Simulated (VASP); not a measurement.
# Rb5AlO4 (P-43m) in VASP: further runs

Rb5AlO4 is run at these levels: PBE; tasks: single point.

All numbers are computed with VASP 6.6.1; they aren't measurements. Logs are shortened: lines on timing, memory, paths and dates and some standing lists are left out, and cuts for length are marked.

## 1. The cell of the first run

The structure is cubic, space group P-43m (No. 215). Conventional cell: a = 6.881 Å, b = 6.881 Å, c = 6.881 Å, α = 90.00°, β = 90.00°, γ = 90.00°. Within 3.1 Å of Rb (site symmetry 3m) lie 1 Al at 2.32 Å and 3 O at 2.66 Å. Within 4.8 Å of Rb (site symmetry -43m) lie 4 Rb at 3.64 Å and 4 O at 3.66 Å. Al (site symmetry -43m) has 4 O at 2.29 Å and 4 Rb at 2.32 Å within 3.0 Å. Within 3.0 Å of O (site symmetry 3m) lie 1 Al at 2.29 Å and 3 Rb at 2.66 Å.

The cell was built from a structure type or drawn by symmetry, and may not be a known phase.

## 2. Single point, PBE

INCAR

```
  PREC = Accurate
  ENCUT = 520
  EDIFF = 1E-7
  ISMEAR = 0
  SIGMA = 0.1
  LREAL = False
  LASPH = True
  NELM = 60
  ALGO = Normal
  ISIF = 2
  LWAVE = False
  LCHARG = False
  GGA = PE
  NBANDS = 47
```

KPOINTS

```
Automatic mesh
0
Gamma
  4 4 4
```

POSCAR

```
Rb5AlO4
1.0
    6.8809862000      0.0000000000      0.0000000000
    0.0000000000      6.8809862000      0.0000000000
    0.0000000000      0.0000000000      6.8809862000
Rb Al O
5 1 4
Direct
    0.3055081100      0.3055081100      0.3055081100
    0.6944918900      0.6944918900      0.3055081100
    0.6944918900      0.3055081100      0.6944918900
    0.3055081100      0.6944918900      0.6944918900
    0.0000000000      0.0000000000      0.0000000000
    0.5000000000      0.5000000000      0.5000000000
    0.6924936900      0.6924936900      0.6924936900
    0.3075063100      0.3075063100      0.6924936900
    0.3075063100      0.6924936900      0.3075063100
    0.6924936900      0.3075063100      0.3075063100
```

Potentials or basis: VASP PAW PBE potentials, release 64 (Rb_sv, Al, O).

Command:

```
$ cat potpaw_PBE.64/Rb_sv/POTCAR potpaw_PBE.64/Al/POTCAR potpaw_PBE.64/O/POTCAR > POTCAR
$ mpirun -np 1 vasp_std > vasp.out
```

OUTCAR:

```text
PREC = Accurate
   ENCUT = 520
   EDIFF = 1E-7
   ISMEAR = 0
   LREAL = False
   LASPH = True
   NELM = 60
   ISIF = 2
   GGA = PE

 ion  position               nearest neighbor table
   1  0.306  0.306  0.306-   6 2.32   8 2.66   9 2.66  10 2.66   5 3.64   4 3.79   2 3.79   3 3.79
                             3 4.98   4 4.98   2 4.98   4 4.98   2 4.98   3 4.98   5 5.63   5 5.63
   2  0.694  0.694  0.306-   6 2.32   7 2.66   9 2.66  10 2.66   5 3.64   4 3.79   1 3.79   3 3.79
                             1 4.98   4 4.98   1 4.98   3 4.98   3 4.98   4 4.98   5 5.63   5 5.63
   3  0.694  0.306  0.694-   6 2.32   7 2.66   8 2.66  10 2.66   5 3.64   4 3.79   1 3.79   2 3.79
                             1 4.98   4 4.98   1 4.98   2 4.98   2 4.98   4 4.98   5 5.63   5 5.63
   4  0.306  0.694  0.694-   6 2.32   7 2.66   8 2.66   9 2.66   5 3.64   3 3.79   1 3.79   2 3.79
                             1 4.98   3 4.98   1 4.98   2 4.98   2 4.98   3 4.98   5 5.63   5 5.63
   5  0.000  0.000  0.000-   1 3.64   2 3.64   3 3.64   4 3.64   7 3.66   8 3.66   9 3.66  10 3.66
                             2 5.63   4 5.63   3 5.63   4 5.63   2 5.63   3 5.63   1 5.63   2 5.63
   6  0.500  0.500  0.500-   7 2.29   8 2.29   9 2.29  10 2.29   1 2.32   2 2.32   3 2.32   4 2.32

   7  0.692  0.692  0.692-   6 2.29   3 2.66   4 2.66   2 2.66   5 3.66
   8  0.308  0.308  0.692-   6 2.29   3 2.66   4 2.66   1 2.66   5 3.66
   9  0.308  0.692  0.308-   6 2.29   2 2.66   4 2.66   1 2.66   5 3.66
  10  0.692  0.308  0.308-   6 2.29   2 2.66   3 2.66   1 2.66   5 3.66

  LATTYP: Found a simple cubic cell.
 ALAT       =     6.8809862000

  Lattice vectors:

 A1 = (   6.8809862000,   0.0000000000,   0.0000000000)
 A2 = (   0.0000000000,   6.8809862000,   0.0000000000)
 A3 = (   0.0000000000,   0.0000000000,   6.8809862000)

Analysis of symmetry for initial positions (statically):
=====================================================================
 Subroutine PRICEL returns:
 Original cell was already a primitive cell.

 Routine SETGRP: Setting up the symmetry group for a
 simple cubic supercell.

 Subroutine GETGRP returns: Found 24 space group operations
 (whereof 24 operations were pure point group operations)
 out of a pool of 48 trial point group operations.

The static configuration has the point symmetry T_d .

Analysis of symmetry for dynamics (positions and initial velocities):
=====================================================================
 Subroutine PRICEL returns:
 Original cell was already a primitive cell.

 Routine SETGRP: Setting up the symmetry group for a
 simple cubic supercell.

 Subroutine GETGRP returns: Found 24 space group operations
 (whereof 24 operations were pure point group operations)
 out of a pool of 48 trial point group operations.

The dynamic configuration has the point symmetry T_d .

 Subroutine INISYM returns: Found 24 space group operations
 (whereof 24 operations are pure point group operations),
 and found     1 'primitive' translations

----------------------------------------------------------------------------------------

                                     Primitive cell

  volume of cell :     325.8007

  direct lattice vectors                    reciprocal lattice vectors
     6.880986200  0.000000000  0.000000000     0.145328005  0.000000000  0.000000000
     0.000000000  6.880986200  0.000000000     0.000000000  0.145328005  0.000000000
     0.000000000  0.000000000  6.880986200     0.000000000  0.000000000  0.145328005

  length of vectors
     6.880986200  6.880986200  6.880986200     0.145328005  0.145328005  0.145328005

  position of ions in fractional coordinates (direct lattice)
     0.305508110  0.305508110  0.305508110
     0.694491890  0.694491890  0.305508110
     0.694491890  0.305508110  0.694491890
     0.305508110  0.694491890  0.694491890
     0.000000000  0.000000000  0.000000000
     0.500000000  0.500000000  0.500000000
     0.692493690  0.692493690  0.692493690
     0.307506310  0.307506310  0.692493690
     0.307506310  0.692493690  0.307506310
     0.692493690  0.307506310  0.307506310

  ion indices of the primitive-cell ions
   primitive index   ion index
                 1           1
                 2           2
                 3           3
                 4           4
                 5           5
                 6           6
                 7           7
                 8           8
                 9           9
                10          10

----------------------------------------------------------------------------------------

 KPOINTS: Automatic mesh

Automatic generation of k-mesh.
 Grid dimensions read from file:
 generate k-points for:    4    4    4

 Generating k-lattice:

  Cartesian coordinates                     Fractional coordinates (reciprocal lattice)
     0.036332001  0.000000000  0.000000000     0.250000000  0.000000000  0.000000000
     0.000000000  0.036332001  0.000000000     0.000000000  0.250000000  0.000000000
     0.000000000  0.000000000  0.036332001     0.000000000  0.000000000  0.250000000

  Length of vectors
     0.036332001  0.036332001  0.036332001

  Shift w.r.t. Gamma in fractional coordinates (k-lattice)
     0.000000000  0.000000000  0.000000000

 Subroutine IBZKPT returns following result:
 ===========================================

 Found     10 irreducible k-points:

 Following reciprocal coordinates:
            Coordinates               Weight
  0.000000  0.000000  0.000000      1.000000
  0.250000  0.000000  0.000000      6.000000
  0.500000  0.000000  0.000000      3.000000
  0.250000  0.250000  0.000000     12.000000
  0.500000  0.250000  0.000000     12.000000
  0.500000  0.500000  0.000000      3.000000
  0.250000  0.250000  0.250000      8.000000
  0.500000  0.250000  0.250000     12.000000
  0.500000  0.500000  0.250000      6.000000
  0.500000  0.500000  0.500000      1.000000
   k-points           NKPTS =     10   k-points in BZ     NKDIM =     10   number of bands    NBANDS=     47
   number of dos      NEDOS =    301   number of ions     NIONS =     10
   total plane-waves  NPLWV = 157464
   dimension x,y,z NGX =    54 NGY =   54 NGZ =   54
   dimension x,y,z NGXF=   108 NGYF=  108 NGZF=  108
   ions per type =               5   1   4
   NGX,Y,Z   is equivalent  to a cutoff of  13.05, 13.05, 13.05 a.u.
   NGXF,Y,Z  is equivalent  to a cutoff of  26.09, 26.09, 26.09 a.u.
 SYSTEM =  unknown system
   PREC   = accura    normal or accurate (medium, high low for compatibility)
   ISTART =      0    job   : 0-new  1-cont  2-samecut
   ICHARG =      2    charge: 1-file 2-atom 10-const
   ISPIN  =      1    spin polarized calculation?
   LNONCOLLINEAR =      F non collinear calculations
   LSORBIT =      F    spin-orbit coupling
   LASPH  =      T    aspherical Exc in radial PAW
   ENCUT  =  520.0 eV  38.22 Ry    6.18 a.u.  12.79 12.79 12.79*2*pi/ulx,y,z
   NELM   =     60;   NELMIN=  2; NELMDL= -5     # of ELM steps
   EDIFF  = 0.1E-06   stopping-criterion for ELM
   LREAL  =      F    real-space projection
   EDIFFG = 0.1E-05   stopping-criterion for IOM
   NSW    =      0    number of steps for IOM
   IBRION =     -1    ionic relax: 0-MD 1-quasi-New 2-CG
   NFREE  =      0    steps in history (QN), initial steepest desc. (CG)
   ISIF   =      2    stress and relaxation
   ISYM   =      2    0-nonsym 1-usesym 2-fastsym
   POTIM  = 0.5000    time-step for ionic-motion
   TEBEG  =    0.0;   TEEND  =   0.0 temperature during run
   PSTRESS=    0.0 pullay stress
   NELECT =      72.0000    total number of electrons
   NUPDOWN=      -1.0000    fix difference up-down
   EMIN   =  10.00;   EMAX   =-10.00  energy-range for DOS
   EFERMI =   0.00;   METHOD = LEGACY
   ISMEAR =     0;   SIGMA  =   0.10  broadening in eV -4-tet -1-fermi 0-gaus
   EFERMI_NEDOS =   21; number of points for ismear=-14 and -15
   IALGO  =     38    algorithm
   IMIX   =      4    mixing-type and parameters
     AMIX     =   0.40;   BMIX     =  1.00
     AMIX_MAG =   1.60;   BMIX_MAG =  1.00
  volume/ion in A,a.u.               =      32.58       219.86
  Fermi-wavevector in a.u.,A,eV,Ry     =   0.989772  1.870397 13.328917  0.979648
  Thomas-Fermi vector in A             =   2.121394
   LORBIT       =      0    0 simple, 1 ext, 2 COOP (PROOUT), +10 PAW based schemes
   GGA     = PE    functional components
   LHFCALC =     F    Hartree Fock is set to
   AEXX    =    0.0000 exact exchange contribution
   IVDW    =     0    specifies the selected vdW correction
   LEPSILON=     F    determine dielectric tensor
   LRPA    =     F    only Hartree local field effects (RPA)
 non-spin polarized calculation
 Gauss-broadening in eV      SIGMA  =   0.10
  energy-cutoff  :      520.00
  volume of cell :      325.80
 maximum number of plane-waves:      8836
 NGX is ok and might be reduce to    54
   NGX = 25   NGY = 25   NGZ = 25

 number of electron      72.0000007 magnetization

 Free energy of the ion-electron system (eV)
  ---------------------------------------------------
  ext. energy  EPLUGINS =         0.00000000
  ---------------------------------------------------
  free energy    TOTEN  =       -31.14629765 eV

  energy without entropy =      -31.14629765  energy(sigma->0) =      -31.14629765

 E-fermi :  -0.0918     XC(G=0):  -6.7680

 val. band max:       -0.5545249238   @ k =   0.0000   0.0000   0.0000
 cond. band min:       0.5006310592   @ k =   0.0000   0.0000   0.0000
 fundamental gap:      1.0551559830
 Fermi energy:        -0.0918480115

 k-point     1 :       0.0000    0.0000    0.0000
  band No.  band energies     occupation
      1     -28.9165      2.00000
      2     -27.0093      2.00000
      3     -26.9091      2.00000
      4     -26.9091      2.00000
      5     -26.9091      2.00000
      6     -15.7340      2.00000
[... 39 lines left out ...]
     46       4.6043      0.00000
     47       5.0588      0.00000
[... 448 lines left out ...]
     46       4.6281      0.00000
     47       5.1610      0.00000

------------------------ aborting loop because EDIFF is reached ----------------------------------------

  FORCE on cell =-STRESS in cart. coord.  units (eV):
  Direction    XX          YY          ZZ          XY          YZ          ZX
  --------------------------------------------------------------------------------------
  -------------------------------------------------------------------------------------
  Total        2.9294788      2.9294788      2.9294788      0.0000000      0.0000000      0.0000000
  in kB       14.4061813     14.4061813     14.4061813      0.0000000      0.0000000      0.0000000
  external PRESSURE =      14.4061813 kB  Pullay stress =       0.0000000 kB

 VOLUME and BASIS-vectors are now :
 -----------------------------------------------------------------------------
  energy-cutoff  :      520.00
  volume of cell :      325.80
      direct lattice vectors                 reciprocal lattice vectors
     6.880986200  0.000000000  0.000000000     0.145328005  0.000000000  0.000000000
     0.000000000  6.880986200  0.000000000     0.000000000  0.145328005  0.000000000
     0.000000000  0.000000000  6.880986200     0.000000000  0.000000000  0.145328005

 POSITION                                       TOTAL-FORCE (eV/Angst)
 -----------------------------------------------------------------------------------
      2.10220      2.10220      2.10220        -2.968501     -2.968501     -2.968501
      4.77879      4.77879      2.10220         2.968501      2.968501     -2.968501
      4.77879      2.10220      4.77879         2.968501     -2.968501      2.968501
      2.10220      4.77879      4.77879        -2.968501      2.968501      2.968501
      0.00000      0.00000      0.00000         0.000000     -0.000000     -0.000000
      3.44049      3.44049      3.44049         0.000000     -0.000000     -0.000000
      4.76504      4.76504      4.76504        -1.757818     -1.757818     -1.757818
      2.11595      2.11595      4.76504         1.757818      1.757818     -1.757818
      2.11595      4.76504      2.11595         1.757818     -1.757818      1.757818
      4.76504      2.11595      2.11595        -1.757818      1.757818      1.757818
 -----------------------------------------------------------------------------------
    total drift:                                0.000000      0.000000     -0.000000

  FREE ENERGIE OF THE ION-ELECTRON SYSTEM (eV)
  ---------------------------------------------------
  free  energy   TOTEN  =       -31.1462976511 eV

  energy  without entropy=      -31.1462976511  energy(sigma->0) =      -31.14629765
```

It took 6.9 min on 1 thread of Intel Xeon 8259CL, shared host; peak memory 0.47 GiB.

What came out:

| Item | Value |
| --- | --- |
| Free energy | -31.1463 eV |
| Pressure | 1.4 GPa |
| Largest force | 5.142 eV/Å |
| Band gap on the k mesh | 1.06 eV |

Forces on the atoms (eV/Å):
```
Rb  -2.969 -2.969 -2.969
Rb   2.969  2.969 -2.969
Rb   2.969 -2.969  2.969
Rb  -2.969  2.969  2.969
Rb   0.000  0.000  0.000
Al   0.000  0.000  0.000
O   -1.758 -1.758 -1.758
O    1.758  1.758 -1.758
O    1.758 -1.758  1.758
O   -1.758  1.758  1.758
```

Caveat: forces of over 1 eV/Å act on the atoms, so gaps and moduli don't describe the material at rest. A k mesh can miss the band edges.

[end of part 1 of 2]
